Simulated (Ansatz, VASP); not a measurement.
# CsMg7: VASP beside Ansatz

The input INCAR:

```
SYSTEM = CsMg7
  PREC = Accurate
  ENCUT = 520
  EDIFF = 1E-7
  ISMEAR = -1
  SIGMA = 0.05
  LREAL = .False.
  LASPH = .True.
  NELM = 60
  ALGO = Normal
  ISIF = 2
  LWAVE = .False.
  LCHARG = .False.
  GGA = PE
  NBANDS = 22
```

KPOINTS

```
regular mesh
0
Gamma
  5 5 5
  0 0 0
```

Contents of POSCAR:

```
CsMg7
1.0
    7.0154397759      0.0000000000      0.0000000000
   -3.5077198880      6.0755490647      0.0000000000
    0.0000000000      0.0000000000      5.4458530000
Cs Mg
1 7
Direct
    0.0000000000      0.0000000000      0.0000000000
    0.6666666667      0.3333333333      0.5000000000
    0.6320860000      0.8160430000      0.5000000000
    0.1839570000      0.8160430000      0.5000000000
    0.1839570000      0.3679140000      0.5000000000
    0.4963465000      0.9926930000      0.0000000000
    0.4963465000      0.5036535000      0.0000000000
    0.0073070000      0.5036535000      0.0000000000
```

input.yaml

```yaml
crystal:
  lattice:
    - [7.0154397759, 0.0, 0.0]
    - [-3.507719888, 6.0755490647, 0.0]
    - [0.0, 0.0, 5.445853]
  atoms:
    - { symbol: Cs, position: [0.0, 0.0, 0.0] }
    - { symbol: Mg, position: [0.6666666667, 0.3333333333, 0.5] }
    - { symbol: Mg, position: [0.632086, 0.816043, 0.5] }
    - { symbol: Mg, position: [0.183957, 0.816043, 0.5] }
    - { symbol: Mg, position: [0.183957, 0.367914, 0.5] }
    - { symbol: Mg, position: [0.4963465, 0.992693, 0.0] }
    - { symbol: Mg, position: [0.4963465, 0.5036535, 0.0] }
    - { symbol: Mg, position: [0.007307, 0.5036535, 0.0] }
hamiltonian:
  xc: pbe
  pseudopotentials: { kind: paw }
kpoints:
  mp_grid: { grid: [5, 5, 5] }
scf:
  occupations: { method: fermi_dirac, width: 0.05 }
output:
  forces: true
  stress: true
  eigenvalues: true
```

Alike in both runs: task single point; functional PBE; k mesh 5 × 5 × 5; occupations fermi-dirac, width 0.05 eV; no spin polarisation.

```csv
,VASP,Ansatz
version,VASP 6.6.1,Ansatz 0.2.0
potentials or method,"VASP PAW PBE potentials, release 64 (Cs_sv, Mg)",Ansatz PAW
plane-wave cutoff (eV),520,420
valence electrons in the cell,23,79
```

Ansatz gave:

```
gap on the k mesh at the Fermi level (eV)                     : none
pressure (GPa)                                                : 0.0
traceless stress, the component that is largest in VASP (GPa) : 0.10
rms of the force components (eV/Å)                            : 0.027
```

**Question.** What did VASP give for the same quantities?

**Answer.** gap on the k mesh at the Fermi level (eV): none; pressure (GPa): -0.1; traceless stress, the component that is largest in VASP (GPa): 0.09; rms of the force components (eV/Å): 0.028.

Atom by atom the forces differ by 0.002 eV/Å (rms over components). A gap of «none» marks a metal or a gap that the smearing closes. With one functional, cell and mesh, what is left measures potentials, basis and numerics. VASP's potentials hold 23 valence electrons a cell and Ansatz's 79, so a difference there can come from the potentials and not from the codes.

Spin-orbit coupling is off throughout.
